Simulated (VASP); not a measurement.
# AlSn (P-6m2) in VASP: single point with HSE06

Aim: the single point of AlSn with HSE06.

All numbers are computed with VASP 6.6.1; they aren't measurements. Logs are shortened: lines on timing, memory, paths and dates and some standing lists are left out, and cuts for length are marked.

### Step 1. The cell of the first run

The structure is hexagonal, space group P-6m2 (No. 187). The conventional cell has a = 4.280 Å, b = 4.280 Å, c = 3.372 Å, α = 90.00°, β = 90.00°, γ = 120.00°. Within 3.9 Å of Sn (site symmetry -6m2) lie 6 Al at 2.99 Å and 2 Sn at 3.37 Å. Al (site symmetry -6m2) has 6 Sn at 2.99 Å and 2 Al at 3.37 Å within 3.9 Å.

### Step 2. Single point, HSE06

File POSCAR:

```
AlSn
1.0
    4.2804423157      0.0000000000      0.0000000000
   -2.1402211578      3.7069717847      0.0000000000
    0.0000000000      0.0000000000      3.3717036030
Sn Al
1 1
Direct
    0.3333333333      0.6666666667      0.5000000000
    0.0000000000      0.0000000000      0.0000000000
```

File INCAR.step1:

```
PREC = Accurate
ENCUT = 520
EDIFF = 1E-5
ISMEAR = -1
SIGMA = 0.05
LREAL = False
LASPH = True
NELM = 100
ALGO = Normal
ISIF = 2
LWAVE = True
LCHARG = False
NBANDS = 16
GGA = PE
```

File INCAR.step2:

```
PREC = Accurate
ENCUT = 520
EDIFF = 1E-7
ISMEAR = -1
SIGMA = 0.05
LREAL = False
LASPH = True
NELM = 100
ALGO = Normal
ISIF = 2
LWAVE = False
LCHARG = False
GGA = PE
LHFCALC = True
HFSCREEN = 0.2079
PRECFOCK = Normal
NBANDS = 16
ISTART = 1
```

File KPOINTS:

```
regular mesh
0
Gamma
  4 4 6
```

Potentials or basis: VASP PAW PBE potentials, release 64 (Sn_d, Al).

The run is started by

```
$ cat potpaw_PBE.64/Sn_d/POTCAR potpaw_PBE.64/Al/POTCAR > POTCAR
$ cp INCAR.step1 INCAR
$ mpirun -np 1 vasp_std > vasp.out
$ cp INCAR.step2 INCAR
$ mpirun -np 1 vasp_std > vasp.out
```

OUTCAR:

```text
PREC = Accurate
   ENCUT = 520
   EDIFF = 1E-7
   ISMEAR = -1
   LREAL = False
   LASPH = True
   NELM = 100
   ISIF = 2
   GGA = PE
   LHFCALC = True
   HFSCREEN = 0.2079
   PRECFOCK = Normal
   ISTART = 1

 ion  position               nearest neighbor table
   1  0.333  0.667  0.500-   2 2.99   2 2.99   2 2.99   2 2.99   2 2.99   2 2.99
   2  0.000  0.000  0.000-   1 2.99   1 2.99   1 2.99   1 2.99   1 2.99   1 2.99

  LATTYP: Found a hexagonal cell.
 ALAT       =     4.2804423157
 C/A-ratio  =     0.7876998110

  Lattice vectors:

 A1 = (   4.2804423157,   0.0000000000,   0.0000000000)
 A2 = (  -2.1402211578,   3.7069717847,   0.0000000000)
 A3 = (   0.0000000000,   0.0000000000,   3.3717036030)

Analysis of symmetry for initial positions (statically):
=====================================================================
 Subroutine PRICEL returns:
 Original cell was already a primitive cell.

 Routine SETGRP: Setting up the symmetry group for a
 hexagonal supercell.

 Subroutine GETGRP returns: Found 12 space group operations
 (whereof 12 operations were pure point group operations)
 out of a pool of 24 trial point group operations.

The static configuration has the point symmetry D_3h.

Analysis of symmetry for dynamics (positions and initial velocities):
=====================================================================
 Subroutine PRICEL returns:
 Original cell was already a primitive cell.

 Routine SETGRP: Setting up the symmetry group for a
 hexagonal supercell.

 Subroutine GETGRP returns: Found 12 space group operations
 (whereof 12 operations were pure point group operations)
 out of a pool of 24 trial point group operations.

The dynamic configuration has the point symmetry D_3h.

 Subroutine INISYM returns: Found 12 space group operations
 (whereof 12 operations are pure point group operations),
 and found     1 'primitive' translations

----------------------------------------------------------------------------------------

                                     Primitive cell

  volume of cell :      53.5004

  direct lattice vectors                    reciprocal lattice vectors
     4.280442316  0.000000000  0.000000000     0.233620716  0.134880983  0.000000000
    -2.140221158  3.706971785  0.000000000     0.000000000  0.269761967  0.000000000
     0.000000000  0.000000000  3.371703603     0.000000000  0.000000000  0.296585975

  length of vectors
     4.280442316  4.280442316  3.371703603     0.269761967  0.269761967  0.296585975

  position of ions in fractional coordinates (direct lattice)
     0.333333333  0.666666667  0.500000000
     0.000000000  0.000000000  0.000000000

  ion indices of the primitive-cell ions
   primitive index   ion index
                 1           1
                 2           2

----------------------------------------------------------------------------------------

 KPOINTS: regular mesh

Automatic generation of k-mesh.
 Grid dimensions read from file:
 generate k-points for:    4    4    6

 Generating k-lattice:

  Cartesian coordinates                     Fractional coordinates (reciprocal lattice)
     0.058405179  0.033720246  0.000000000     0.250000000 -0.000000000  0.000000000
     0.000000000  0.067440492  0.000000000     0.000000000  0.250000000  0.000000000
     0.000000000  0.000000000  0.049430996     0.000000000  0.000000000  0.166666667

  Length of vectors
     0.067440492  0.067440492  0.049430996

  Shift w.r.t. Gamma in fractional coordinates (k-lattice)
     0.000000000  0.000000000  0.000000000

 Subroutine IBZKPT returns following result:
 ===========================================

 Found     16 irreducible k-points:

 Following reciprocal coordinates:
            Coordinates               Weight
  0.000000  0.000000  0.000000      1.000000
  0.250000  0.000000  0.000000      6.000000
  0.500000  0.000000  0.000000      3.000000
  0.250000  0.250000  0.000000      6.000000
  0.000000  0.000000  0.166667      2.000000
  0.250000  0.000000  0.166667     12.000000
[... 8 lines left out ...]
  0.500000  0.000000  0.500000      3.000000
  0.250000  0.250000  0.500000      6.000000
   k-points           NKPTS =     16   k-points in BZ     NKDIM =     96   number of bands    NBANDS=     16
   number of dos      NEDOS =    301   number of ions     NIONS =      2
   total plane-waves  NPLWV =  28672
   dimension x,y,z NGX =    32 NGY =   32 NGZ =   28
   dimension x,y,z NGXF=    64 NGYF=   64 NGZF=   56
   ions per type =               1   1
   NGX,Y,Z   is equivalent  to a cutoff of  12.43, 12.43, 13.81 a.u.
   NGXF,Y,Z  is equivalent  to a cutoff of  24.86, 24.86, 27.61 a.u.
 SYSTEM =  unknown system
   PREC   = accura    normal or accurate (medium, high low for compatibility)
   ISTART =      1    job   : 0-new  1-cont  2-samecut
   ICHARG =      0    charge: 1-file 2-atom 10-const
   ISPIN  =      1    spin polarized calculation?
   LNONCOLLINEAR =      F non collinear calculations
   LSORBIT =      F    spin-orbit coupling
   LASPH  =      T    aspherical Exc in radial PAW
   ENCUT  =  520.0 eV  38.22 Ry    6.18 a.u.   7.96  7.96  6.27*2*pi/ulx,y,z
   NELM   =    100;   NELMIN=  2; NELMDL=  0     # of ELM steps
   EDIFF  = 0.1E-06   stopping-criterion for ELM
   LREAL  =      F    real-space projection
   EDIFFG = 0.1E-05   stopping-criterion for IOM
   NSW    =      0    number of steps for IOM
   IBRION =     -1    ionic relax: 0-MD 1-quasi-New 2-CG
   NFREE  =      0    steps in history (QN), initial steepest desc. (CG)
   ISIF   =      2    stress and relaxation
   ISYM   =      3    0-nonsym 1-usesym 2-fastsym
   POTIM  = 0.5000    time-step for ionic-motion
   TEBEG  =    0.0;   TEEND  =   0.0 temperature during run
   PSTRESS=    0.0 pullay stress
   NELECT =      17.0000    total number of electrons
   NUPDOWN=      -1.0000    fix difference up-down
   EMIN   =  10.00;   EMAX   =-10.00  energy-range for DOS
   EFERMI =   0.00;   METHOD = LEGACY
   ISMEAR =    -1;   SIGMA  =   0.05  broadening in eV -4-tet -1-fermi 0-gaus
   EFERMI_NEDOS =   21; number of points for ismear=-14 and -15
   IALGO  =     38    algorithm
   IMIX   =      1    mixing-type and parameters
     AMIX     =   0.40;   BMIX     =  1.00
     AMIX_MAG =   1.60;   BMIX_MAG =  1.00
  volume/ion in A,a.u.               =      26.75       180.52
  Fermi-wavevector in a.u.,A,eV,Ry     =   1.117134  2.111078 16.979920  1.247989
  Thomas-Fermi vector in A             =   2.253754
   LORBIT       =      0    0 simple, 1 ext, 2 COOP (PROOUT), +10 PAW based schemes
   GGA     = PE    functional components
   LHFCALC =     T    Hartree Fock is set to
   PRECFOCK=normal    Normal, Fast or Accurate (Low or Medium for compatibility)
   ENCUT4O =  -1.0   cutoff for four orbital integrals eV
   NKREDX  =     1    reduce k-point grid by
   NKREDY  =     1    reduce k-point grid by
   NKREDZ  =     1    reduce k-point grid by
   AEXX    =    0.2500 exact exchange contribution
   HFSCREEN=    0.2079 screening length (either q_TF or 0.3 A-1)
   HFSCREENC=   0.2079 screening length for correlation (either q_TF or 0.3 A-1)
   ENCUTFOCK=  -1.0 apply spherical cutoff to Coloumb kernel
   IVDW    =     0    specifies the selected vdW correction
   LEPSILON=     F    determine dielectric tensor
   LRPA    =     F    only Hartree local field effects (RPA)
 non-spin polarized calculation
  energy-cutoff  :      520.00
  volume of cell :       53.50
 maximum number of plane-waves:      1452
 NGX is ok and might be reduce to    32
  NGX = 24; NGY = 24; NGZ = 20

 number of electron      17.0000005 magnetization

 Free energy of the ion-electron system (eV)
  ---------------------------------------------------
  ext. energy  EPLUGINS =         0.00000000
  ---------------------------------------------------
  free energy    TOTEN  =        -7.93807093 eV

  energy without entropy =       -7.92212743  energy(sigma->0) =       -7.93009918

 E-fermi :   5.9192     XC(G=0):  -7.7768

 val. band max:        5.9071060533   @ k =   0.0000   0.0000   0.1667
 cond. band min:       6.1691210714   @ k =   0.2500   0.0000   0.3333
 fundamental gap:      0.2620150180
 Fermi energy:         5.9192457358

 k-point     1 :       0.0000    0.0000    0.0000
  band No.  band energies     occupation
      1     -17.8745      2.00000
      2     -17.7576      2.00000
      3     -17.7576      2.00000
      4     -17.7494      2.00000
      5     -17.7494      2.00000
      6      -5.6254      2.00000
[... 8 lines left out ...]
     15      17.7057      0.00000
     16      19.2880      0.00000

 k-point     2 :       0.2500    0.0000    0.0000
  band No.  band energies     occupation
      1     -17.8711      2.00000
      2     -17.7606      2.00000
      3     -17.7584      2.00000
      4     -17.7503      2.00000
      5     -17.7413      2.00000
      6      -4.9463      2.00000
[... 8 lines left out ...]
     15      15.5207      0.00000
     16      17.6410      0.00000

 k-point     3 :       0.5000    0.0000    0.0000
  band No.  band energies     occupation
      1     -17.8678      2.00000
      2     -17.7635      2.00000
      3     -17.7593      2.00000
      4     -17.7510      2.00000
      5     -17.7331      2.00000
      6      -3.6612      2.00000
[... 8 lines left out ...]
     15      16.2732      0.00000
     16      16.8508      0.00000

 k-point     4 :       0.2500    0.2500    0.0000
  band No.  band energies     occupation
      1     -17.8676      2.00000
      2     -17.7625      2.00000
      3     -17.7603      2.00000
      4     -17.7472      2.00000
      5     -17.7371      2.00000
      6      -3.7702      2.00000
[... 8 lines left out ...]
     15      15.6023      0.00000
     16      16.3696      0.00000

 k-point     5 :       0.0000    0.0000    0.1667
  band No.  band energies     occupation
      1     -17.8368      2.00000
      2     -17.7719      2.00000
      3     -17.7719      2.00000
      4     -17.7474      2.00000
      5     -17.7474      2.00000
      6      -5.2064      2.00000
[... 8 lines left out ...]
     15      15.7394      0.00000
     16      15.9534      0.00000

 k-point     6 :       0.2500    0.0000    0.1667
  band No.  band energies     occupation
      1     -17.8332      2.00000
      2     -17.7755      2.00000
      3     -17.7728      2.00000
      4     -17.7481      2.00000
      5     -17.7395      2.00000
      6      -4.5270      2.00000
[... 8 lines left out ...]
     15      15.6546      0.00000
     16      16.3018      0.00000
[... 115 lines left out ...]
 k-point    13 :       0.0000    0.0000    0.5000
  band No.  band energies     occupation
      1     -17.8139      2.00000
      2     -17.8139      2.00000
      3     -17.7417      2.00000
      4     -17.7417      2.00000
      5     -17.7229      2.00000
      6      -2.3520      2.00000
[... 8 lines left out ...]
     15      13.0961      0.00000
     16      13.3903      0.00000

 k-point    14 :       0.2500    0.0000    0.5000
  band No.  band energies     occupation
      1     -17.8195      2.00000
      2     -17.8152      2.00000
      3     -17.7428      2.00000
      4     -17.7342      2.00000
      5     -17.7179      2.00000
      6      -1.7011      2.00000
[... 8 lines left out ...]
     15      15.1109      0.00000
     16      15.1618      0.00000

 k-point    15 :       0.5000    0.0000    0.5000
  band No.  band energies     occupation
      1     -17.8252      2.00000
      2     -17.8166      2.00000
      3     -17.7445      2.00000
      4     -17.7266      2.00000
      5     -17.7123      2.00000
      6      -0.5390      2.00000
[... 8 lines left out ...]
     15      18.7054      0.00000
     16      19.1084      0.00000

 k-point    16 :       0.2500    0.2500    0.5000
  band No.  band energies     occupation
      1     -17.8233      2.00000
      2     -17.8186      2.00000
      3     -17.7392      2.00000
      4     -17.7311      2.00000
      5     -17.7132      2.00000
      6      -0.6239      2.00000
[... 8 lines left out ...]
     15      14.7846      0.00000
     16      19.2642      0.00000

------------------------ aborting loop because EDIFF is reached ----------------------------------------

  FORCE on cell =-STRESS in cart. coord.  units (eV):
  Direction    XX          YY          ZZ          XY          YZ          ZX
  --------------------------------------------------------------------------------------
  -------------------------------------------------------------------------------------
  Total       -1.1804310     -1.1804310     -1.2397253     -0.0000000      0.0000000      0.0000000
  in kB      -35.3503619    -35.3503619    -37.1260487     -0.0000000      0.0000000      0.0000000
  external PRESSURE =     -35.9422575 kB  Pullay stress =       0.0000000 kB

 VOLUME and BASIS-vectors are now :
 -----------------------------------------------------------------------------
  energy-cutoff  :      520.00
  volume of cell :       53.50
      direct lattice vectors                 reciprocal lattice vectors
     4.280442316  0.000000000  0.000000000     0.233620716  0.134880983  0.000000000
    -2.140221158  3.706971785  0.000000000     0.000000000  0.269761967  0.000000000
     0.000000000  0.000000000  3.371703603     0.000000000  0.000000000  0.296585975

 POSITION                                       TOTAL-FORCE (eV/Angst)
 -----------------------------------------------------------------------------------
     -0.00000      2.47131      1.68585        -0.000000      0.000000      0.000000
      0.00000      0.00000      0.00000         0.000000      0.000000      0.000000
 -----------------------------------------------------------------------------------
    total drift:                                0.000001     -0.000002     -0.000000

  FREE ENERGIE OF THE ION-ELECTRON SYSTEM (eV)
  ---------------------------------------------------
  free  energy   TOTEN  =        -7.9380709323 eV

  energy  without entropy=       -7.9221274304  energy(sigma->0) =       -7.93009918
```

Run time: 29 min. Hardware: 1 thread of AMD EPYC 7R43 (Zen 3), shared host; peak memory 0.25 GiB.

Results:

* Free energy: -7.9381 eV
* Pressure: -3.6 GPa
* Band gap on the k mesh: zero (an odd number of electrons rules out a gap without spin polarisation)

Levels at points of the mesh, in eV from the Fermi level:
| k point | band 6 | band 7 | band 8 | band 9 | band 10 | band 11 |
| --- | --- | --- | --- | --- | --- | --- |
| (0.00, 0.00, 0.00) | -11.54 | -0.47 | -0.47 | 0.51 | 2.69 | 3.36 |
| (0.50, 0.00, 0.00) | -9.58 | -7.10 | -2.18 | 0.67 | 4.62 | 6.75 |
| (0.00, 0.00, 0.50) | -8.27 | -6.98 | 2.77 | 2.77 | 3.74 | 3.74 |
| (0.50, 0.00, 0.50) | -6.46 | -4.76 | -3.53 | -2.77 | 1.18 | 2.45 |

Caveat: the k points lie up to 0.42 Å⁻¹ apart, too coarse for converged energies and pressures of a metal; the PAW data sets were made with another functional, which shifts forces and pressure a little; spin-orbit coupling is left out, which moves the levels of the heavy elements.
